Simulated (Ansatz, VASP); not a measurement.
**Rh in VASP and in Ansatz**

Contents of INCAR:

```
SYSTEM = Rh
ALGO = Normal
EDIFF = 1E-6
ENCUT = 500
GGA = PE
GGA_COMPAT = .False.
ISIF = 2
ISMEAR = -5
LASPH = .True.
LCHARG = .False.
LREAL = .False.
LWAVE = .False.
NBANDS = 14
NELM = 120
PREC = Accurate
SIGMA = 0.1
```

The input KPOINTS:

```
k-points
0
Gamma
  14 14 14
  0 0 0
```

Contents of POSCAR:

```
Rh
1.0
    0.0000000000      1.8978500000      1.8978500000
    1.8978500000      0.0000000000      1.8978500000
    1.8978500000      1.8978500000      0.0000000000
Rh
1
Direct
    0.0000000000      0.0000000000      0.0000000000
```

Input for Ansatz:

```yaml
crystal:
  lattice:
    - [0.0, 1.89785, 1.89785]
    - [1.89785, 0.0, 1.89785]
    - [1.89785, 1.89785, 0.0]
  atoms:
    - { symbol: Rh, position: [0.0, 0.0, 0.0] }
hamiltonian:
  xc: pbe
  pseudopotentials: { kind: paw }
basis:
  ecutwfc: 420
kpoints:
  mp_grid: { grid: [14, 14, 14] }
scf:
  occupations: { method: tetrahedron }
  lower_state_search: "off"
  max_iter: 100
output:
  forces: true
  stress: true
```

Alike in both runs: task single point; functional PBE; k mesh 14 × 14 × 14; occupations tetrahedron; no spin polarisation.

```csv
,VASP,Ansatz
version,VASP 6.6.1,Ansatz 0.2.0
potentials or method,"VASP PAW PBE potentials, release 64 (Rh_pv), cutoff 500 eV","PAW, plane waves, scalar-relativistic"
valence electrons in the cell,15,17
```

Ansatz gave:

- pressure (GPa): 7.4

**Question.** What did VASP give for the same quantities?

**Answer.** Pressure (GPa): 7.5.

VASP's potentials hold 15 valence electrons a cell and Ansatz's 17, so a difference there can come from the potentials and not from the codes. Ansatz's warnings: band table not solved further, tetrahedron derivatives may miss energy slope.
